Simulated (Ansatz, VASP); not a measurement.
## Ti in VASP and in Ansatz

The input POSCAR:

```
Ti
1.0
   -1.6258948694      1.7884843563      1.6258948694
    1.6258948694     -1.7884843563      1.6258948694
    1.6258948694      1.7884843563     -1.6258948694
Ti
1
Direct
    0.0000000000      0.0000000000      0.0000000000
```

INCAR.step1

```
SYSTEM = Ti
ALGO = Normal
EDIFF = 1E-4
ENCUT = 520
GGA = PE
ISMEAR = 0
LASPH = .TRUE.
LCHARG = .FALSE.
LREAL = .FALSE.
LWAVE = .TRUE.
NBANDS = 12
NELM = 60
PREC = Accurate
SIGMA = 0.15
```

INCAR.step2

```
SYSTEM = Ti
ALGO = Normal
EDIFF = 1E-6
ENCUT = 520
ISIF = 2
ISMEAR = 0
ISTART = 1
LASPH = .TRUE.
LCHARG = .FALSE.
LMIXTAU = .TRUE.
LREAL = .FALSE.
LWAVE = .FALSE.
METAGGA = R2SCAN
NBANDS = 12
NELM = 60
PREC = Accurate
SIGMA = 0.15
```

The input KPOINTS:

```
k-points
0
G
  26 26 26
  0 0 0
```

Input for Ansatz:

```yaml
crystal:
  lattice:
    - [-1.6258948694, 1.7884843563, 1.6258948694]
    - [1.6258948694, -1.7884843563, 1.6258948694]
    - [1.6258948694, 1.7884843563, -1.6258948694]
  atoms:
    - { symbol: Ti, position: [0.0, 0.0, 0.0] }
basis:
  ecutwfc: 500
kpoints:
  mp_grid: { grid: [26, 26, 26] }
hamiltonian:
  xc: r2scan
scf:
  occupations: { method: gaussian, width: 0.15 }
output:
  forces: true
  stress: true
  eigenvalues: true
  write_density: true
  write_potential: true
  elf: true
  volumetric_format: npy
```

Change from the starting cell: strain +0.1000 x Voigt [0, 1, 0, 0, 0, 0], atoms carried along.

Alike in both runs: task single point; functional r2SCAN; k mesh 26 × 26 × 26; occupations gaussian, width 0.15 eV; no spin polarisation.

|  | VASP | Ansatz |
| --- | --- | --- |
| version | VASP 6.6.1 | Ansatz 0.2.0 |
| potentials or method | VASP PAW PBE potentials, release 64 (Ti_sv), cutoff 520 eV | scalar-relativistic, plane waves, PAW |
| valence electrons in the cell | 12 | 12 |

VASP gave:

```
gap on the k mesh at the Fermi level (eV)                     : none
pressure (GPa)                                                : -8.4
traceless stress, the component that is largest in VASP (GPa) : 2.22
```

What did Ansatz give for the same quantities?

gap on the k mesh at the Fermi level (eV): none; pressure (GPa): -8.7; traceless stress, the component that is largest in VASP (GPa): 2.19.

VASP's potentials were made for PBE, not for r2SCAN. A gap of «none» marks a metal or a gap that the smearing closes. The functional is the same, so the differences come from potentials, cutoffs and numerics.
